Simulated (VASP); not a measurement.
# BN (Cmcm) in VASP: further runs

The runs below take BN through single point, with PBE, r2SCAN.

All numbers are computed with VASP 6.6.1; they aren't measurements. Logs are shortened: lines on timing, memory, paths and dates and some standing lists are left out, and cuts for length are marked.

## Step 1: The cell of the first run

The typed cell holds 4 atoms: a = 2.488 Å, b = 2.488 Å, c = 6.495 Å, α = 90.00°, β = 90.00°, γ = 120.00°.

## Step 2: Single point, PBE

INCAR

```
SYSTEM = BN
PREC = Accurate ; ENCUT = 700
EDIFF = 1E-6 ; ISMEAR = 0
SIGMA = 0.01 ; LREAL = .False.
LASPH = .True. ; NELM = 120
ALGO = Normal ; ISIF = 2
LWAVE = .False. ; LCHARG = .False.
GGA = PE ; ISYM = -1
NBANDS = 16 ; GGA_COMPAT = .False.
```

KPOINTS

```
explicit points
9
Reciprocal
  0.08333333   0.08333333   0.25000000 1
  0.08333333   0.41666667   0.25000000 1
  0.08333333   0.75000000   0.25000000 1
  0.41666667   0.08333333   0.25000000 1
  0.41666667   0.41666667   0.25000000 1
  0.41666667   0.75000000   0.25000000 1
  0.75000000   0.08333333   0.25000000 1
  0.75000000   0.41666667   0.25000000 1
  0.75000000   0.75000000   0.25000000 1
```

POSCAR

```
BN
1.0
    2.4883437600      0.0000000000      0.0000000000
   -1.2441718800      2.1549689100      0.0000000000
    0.0000000000      0.0000000000      6.4954828800
B N
2 2
Direct
    0.3335905387      0.6664094613      0.2500000000
    0.6664094613      0.3335905387      0.7500000000
    0.3342207765      0.6657792235      0.7500000000
    0.6657792235      0.3342207765      0.2500000000
```

Potentials or basis: VASP PAW PBE potentials, release 64 (B, N).

Launch:

```bash
$ cat potpaw_PBE.64/B/POTCAR potpaw_PBE.64/N/POTCAR > POTCAR
$ mpirun -np 1 vasp_std > vasp.out
```

OUTCAR:

```text
SYSTEM = BN
   PREC = Accurate
   ENCUT = 700
   EDIFF = 1E-6
   ISMEAR = 0
   LREAL = .False.
   LASPH = .True.
   NELM = 120
   ISIF = 2
   GGA = PE
   ISYM = -1

 ion  position               nearest neighbor table
   1  0.334  0.666  0.250-   4 1.43   4 1.44   4 1.44
   2  0.666  0.334  0.750-   3 1.43   3 1.44   3 1.44
   3  0.334  0.666  0.750-   2 1.43   2 1.44   2 1.44
   4  0.666  0.334  0.250-   1 1.43   1 1.44   1 1.44

IMPORTANT INFORMATION: All symmetrisations will be switched off!
NOSYMM: (Re-)initialisation of all symmetry stuff for point group C_1.

----------------------------------------------------------------------------------------

                                     Primitive cell

  volume of cell :      34.8308

  direct lattice vectors                    reciprocal lattice vectors
     2.488343760  0.000000000  0.000000000     0.401873735  0.232021909  0.000000000
    -1.244171880  2.154968910  0.000000000     0.000000000  0.464043818  0.000000000
     0.000000000  0.000000000  6.495482880     0.000000000  0.000000000  0.153953142

  length of vectors
     2.488343760  2.488343760  6.495482880     0.464043818  0.464043818  0.153953142

  position of ions in fractional coordinates (direct lattice)
     0.333590539  0.666409461  0.250000000
     0.666409461  0.333590539  0.750000000
     0.334220776  0.665779224  0.750000000
     0.665779224  0.334220776  0.250000000

  ion indices of the primitive-cell ions
   primitive index   ion index
                 1           1
                 2           2
                 3           3
                 4           4

----------------------------------------------------------------------------------------

 KPOINTS: explicit points

Read explicit list of k-points.

 Found      9 k-points:

 Following reciprocal coordinates:
            Coordinates               Weight
  0.083333  0.083333  0.250000      0.111111
  0.083333  0.416667  0.250000      0.111111
  0.083333  0.750000  0.250000      0.111111
  0.416667  0.083333  0.250000      0.111111
  0.416667  0.416667  0.250000      0.111111
  0.416667  0.750000  0.250000      0.111111
  0.750000  0.083333  0.250000      0.111111
  0.750000  0.416667  0.250000      0.111111
  0.750000  0.750000  0.250000      0.111111
   k-points           NKPTS =      9   k-points in BZ     NKDIM =      9   number of bands    NBANDS=     16
   number of dos      NEDOS =    301   number of ions     NIONS =      4
   total plane-waves  NPLWV =  32256
   dimension x,y,z NGX =    24 NGY =   24 NGZ =   56
   dimension x,y,z NGXF=    48 NGYF=   48 NGZF=  112
   ions per type =               2   2
   NGX,Y,Z   is equivalent  to a cutoff of  16.03, 16.03, 14.33 a.u.
   NGXF,Y,Z  is equivalent  to a cutoff of  32.07, 32.07, 28.67 a.u.
 SYSTEM =  BN
   PREC   = accura    normal or accurate (medium, high low for compatibility)
   ISTART =      0    job   : 0-new  1-cont  2-samecut
   ICHARG =      2    charge: 1-file 2-atom 10-const
   ISPIN  =      1    spin polarized calculation?
   LNONCOLLINEAR =      F non collinear calculations
   LSORBIT =      F    spin-orbit coupling
   LASPH  =      T    aspherical Exc in radial PAW
   ENCUT  =  700.0 eV  51.45 Ry    7.17 a.u.   5.37  5.37 14.01*2*pi/ulx,y,z
   NELM   =    120;   NELMIN=  2; NELMDL= -5     # of ELM steps
   EDIFF  = 0.1E-05   stopping-criterion for ELM
   LREAL  =      F    real-space projection
   EDIFFG = 0.1E-04   stopping-criterion for IOM
   NSW    =      0    number of steps for IOM
   IBRION =     -1    ionic relax: 0-MD 1-quasi-New 2-CG
   NFREE  =      0    steps in history (QN), initial steepest desc. (CG)
   ISIF   =      2    stress and relaxation
   ISYM   =     -1    0-nonsym 1-usesym 2-fastsym
   POTIM  = 0.5000    time-step for ionic-motion
   TEBEG  =    0.0;   TEEND  =   0.0 temperature during run
   PSTRESS=    0.0 pullay stress
   NELECT =      16.0000    total number of electrons
   NUPDOWN=      -1.0000    fix difference up-down
   EMIN   =  10.00;   EMAX   =-10.00  energy-range for DOS
   EFERMI =   0.00;   METHOD = LEGACY
   ISMEAR =     0;   SIGMA  =   0.01  broadening in eV -4-tet -1-fermi 0-gaus
   EFERMI_NEDOS =   21; number of points for ismear=-14 and -15
   IALGO  =     38    algorithm
   IMIX   =      4    mixing-type and parameters
     AMIX     =   0.40;   BMIX     =  1.00
     AMIX_MAG =   1.60;   BMIX_MAG =  1.00
  volume/ion in A,a.u.               =       8.71        58.76
  Fermi-wavevector in a.u.,A,eV,Ry     =   1.263166  2.387038 21.709310  1.595589
  Thomas-Fermi vector in A             =   2.396537
   LORBIT       =      0    0 simple, 1 ext, 2 COOP (PROOUT), +10 PAW based schemes
   GGA     = PE    functional components
   LHFCALC =     F    Hartree Fock is set to
   AEXX    =    0.0000 exact exchange contribution
   IVDW    =     0    specifies the selected vdW correction
   LEPSILON=     F    determine dielectric tensor
   LRPA    =     F    only Hartree local field effects (RPA)
 non-spin polarized calculation
 Gauss-broadening in eV      SIGMA  =   0.01
  energy-cutoff  :      700.00
  volume of cell :       34.83
 maximum number of plane-waves:      1480
 NGX is ok and might be reduce to    24
   NGX = 11   NGY = 11   NGZ = 29

 number of electron      16.0000000 magnetization

 Free energy of the ion-electron system (eV)
  ---------------------------------------------------
  ext. energy  EPLUGINS =         0.00000000
  ---------------------------------------------------
  free energy    TOTEN  =       -35.18842978 eV

  energy without entropy =      -35.18842978  energy(sigma->0) =      -35.18842978

 E-fermi :   2.3682     XC(G=0): -10.2551

 val. band max:        2.2874160751   @ k =   0.4167   0.4167   0.2500
 cond. band min:       7.0827492500   @ k =   0.4167   0.4167   0.2500
 fundamental gap:      4.7953331749
 Fermi energy:         2.3682392126

 k-point     1 :       0.0833    0.0833    0.2500
  band No.  band energies     occupation
      1     -14.9517      2.00000
      2     -14.7192      2.00000
      3      -3.0342      2.00000
      4      -1.4503      2.00000
      5      -0.2197      2.00000
      6      -0.1935      2.00000
      7       0.3901      2.00000
      8       0.4229      2.00000
      9       9.3379      0.00000
     10      12.2938      0.00000
     11      14.1157      0.00000
     12      14.2580      0.00000
     13      14.4443      0.00000
     14      15.2467      0.00000
     15      15.9743      0.00000
     16      16.3960      0.00000

 k-point     2 :       0.0833    0.4167    0.2500
  band No.  band energies     occupation
      1     -12.1631      2.00000
      2     -12.0824      2.00000
      3      -6.2120      2.00000
      4      -6.1511      2.00000
      5      -2.0122      2.00000
      6      -1.9540      2.00000
      7       1.0788      2.00000
      8       1.9575      2.00000
      9       7.1781      0.00000
     10       8.1564      0.00000
     11      12.9082      0.00000
     12      13.2867      0.00000
     13      15.5517      0.00000
     14      16.5039      0.00000
     15      18.1211      0.00000
     16      21.2131      0.00000

 k-point     3 :       0.0833    0.7500    0.2500
  band No.  band energies     occupation
      1     -14.4253      2.00000
      2     -14.2085      2.00000
      3      -2.3254      2.00000
      4      -1.7647      2.00000
      5      -1.7441      2.00000
      6      -0.7583      2.00000
      7      -0.3748      2.00000
      8      -0.3331      2.00000
      9      10.0181      0.00000
     10      11.8324      0.00000
     11      12.9267      0.00000
     12      14.0228      0.00000
     13      14.5445      0.00000
     14      15.7010      0.00000
     15      17.3282      0.00000
     16      17.5795      0.00000

 k-point     4 :       0.4167    0.0833    0.2500
  band No.  band energies     occupation
      1     -12.1631      2.00000
      2     -12.0824      2.00000
      3      -6.2120      2.00000
      4      -6.1511      2.00000
      5      -2.0122      2.00000
      6      -1.9540      2.00000
      7       1.0788      2.00000
      8       1.9575      2.00000
      9       7.1781      0.00000
     10       8.1564      0.00000
     11      12.9082      0.00000
     12      13.2867      0.00000
     13      15.5517      0.00000
     14      16.5039      0.00000
     15      18.1211      0.00000
     16      21.2131      0.00000

 k-point     5 :       0.4167    0.4167    0.2500
  band No.  band energies     occupation
      1     -11.8732      2.00000
      2     -11.8241      2.00000
      3      -6.1450      2.00000
      4      -6.0844      2.00000
      5      -2.9806      2.00000
      6      -2.9164      2.00000
      7       1.6283      2.00000
      8       2.2874      2.00000
      9       7.0827      0.00000
     10       7.8162      0.00000
     11      14.2898      0.00000
     12      14.7489      0.00000
     13      15.3625      0.00000
     14      15.8516      0.00000
     15      17.9014      0.00000
     16      20.6261      0.00000

 k-point     6 :       0.4167    0.7500    0.2500
  band No.  band energies     occupation
      1     -13.0178      2.00000
      2     -12.8554      2.00000
      3      -4.4033      2.00000
      4      -4.3636      2.00000
      5      -2.2768      2.00000
      6      -2.2237      2.00000
      7      -0.2715      2.00000
      8       1.0037      2.00000
      9       9.2358      0.00000
     10       9.7139      0.00000
     11      12.5482      0.00000
     12      14.9502      0.00000
     13      15.7693      0.00000
     14      16.0921      0.00000
     15      17.6264      0.00000
     16      18.9836      0.00000

 k-point     7 :       0.7500    0.0833    0.2500
  band No.  band energies     occupation
      1     -14.4253      2.00000
      2     -14.2085      2.00000
      3      -2.3254      2.00000
      4      -1.7647      2.00000
      5      -1.7441      2.00000
      6      -0.7583      2.00000
      7      -0.3748      2.00000
      8      -0.3331      2.00000
      9      10.0181      0.00000
     10      11.8324      0.00000
     11      12.9267      0.00000
     12      14.0228      0.00000
     13      14.5445      0.00000
     14      15.7010      0.00000
     15      17.3282      0.00000
     16      17.5795      0.00000

 k-point     8 :       0.7500    0.4167    0.2500
  band No.  band energies     occupation
      1     -13.0178      2.00000
      2     -12.8554      2.00000
      3      -4.4033      2.00000
      4      -4.3636      2.00000
      5      -2.2768      2.00000
      6      -2.2237      2.00000
      7      -0.2715      2.00000
      8       1.0037      2.00000
      9       9.2358      0.00000
     10       9.7139      0.00000
     11      12.5482      0.00000
     12      14.9502      0.00000
     13      15.7693      0.00000
     14      16.0921      0.00000
     15      17.6264      0.00000
     16      18.9836      0.00000

 k-point     9 :       0.7500    0.7500    0.2500
  band No.  band energies     occupation
      1     -12.2744      2.00000
      2     -12.1554      2.00000
      3      -5.1278      2.00000
      4      -5.0977      2.00000
      5      -3.3998      2.00000
      6      -3.3638      2.00000
      7       0.8574      2.00000
      8       1.8834      2.00000
      9       8.1570      0.00000
     10       8.6549      0.00000
     11      13.8293      0.00000
     12      14.9704      0.00000
     13      16.1797      0.00000
     14      16.5115      0.00000
     15      17.7805      0.00000
     16      19.0507      0.00000

------------------------ aborting loop because EDIFF is reached ----------------------------------------

  FORCE on cell =-STRESS in cart. coord.  units (eV):
  Direction    XX          YY          ZZ          XY          YZ          ZX
  --------------------------------------------------------------------------------------
  -------------------------------------------------------------------------------------
  Total        2.4156597      2.4513588      0.7675391      0.0309164     -0.0119503     -0.0068987
  in kB      111.1177692    112.7598875     35.3059812      1.4221209     -0.5497018     -0.3173341
  external PRESSURE =      86.3945460 kB  Pullay stress =       0.0000000 kB

 VOLUME and BASIS-vectors are now :
 -----------------------------------------------------------------------------
  energy-cutoff  :      700.00
  volume of cell :       34.83
      direct lattice vectors                 reciprocal lattice vectors
     2.488343760  0.000000000  0.000000000     0.401873735  0.232021909  0.000000000
    -1.244171880  2.154968910  0.000000000     0.000000000  0.464043818  0.000000000
     0.000000000  0.000000000  6.495482880     0.000000000  0.000000000  0.153953142

 POSITION                                       TOTAL-FORCE (eV/Angst)
 -----------------------------------------------------------------------------------
      0.00096      1.43609      1.62387        -0.000411      0.000236      0.000001
      1.24321      0.71888      4.87161         0.000405     -0.000235      0.000001
      0.00331      1.43473      4.87161        -0.000374      0.000217      0.000000
      1.24086      0.72024      1.62387         0.000379     -0.000219     -0.000002
 -----------------------------------------------------------------------------------
    total drift:                                0.000005     -0.000002     -0.000003

  FREE ENERGIE OF THE ION-ELECTRON SYSTEM (eV)
  ---------------------------------------------------
  free  energy   TOTEN  =       -35.1884297772 eV

  energy  without entropy=      -35.1884297772  energy(sigma->0) =      -35.18842978
```

It took 14 s on 1 thread of Intel Xeon Platinum 8488C (Sapphire Rapids), shared host; peak memory 0.16 GiB.

Results:

| Item | Value |
| --- | --- |
| Free energy | -35.1884 eV |
| Pressure | 8.6 GPa |
| Band gap on the k mesh | 4.80 eV |

Levels at points of the mesh, in eV from the valence-band top:
```tsv
k point	band 5	band 6	band 7	band 8	band 9	band 10	band 11	band 12
(0.08, 0.08, 0.25)	-2.51	-2.48	-1.90	-1.86	7.05	10.01	11.83	11.97
```

Caveat: the stress differs along the axes, from 4 to 11 GPa; a shifted mesh leaves out Γ, where band edges can lie; this functional lacks dispersion, which binds layers or chains, so the pressure and a relaxed spacing across them are unreliable.

(Part 1 of 2 ends here.)
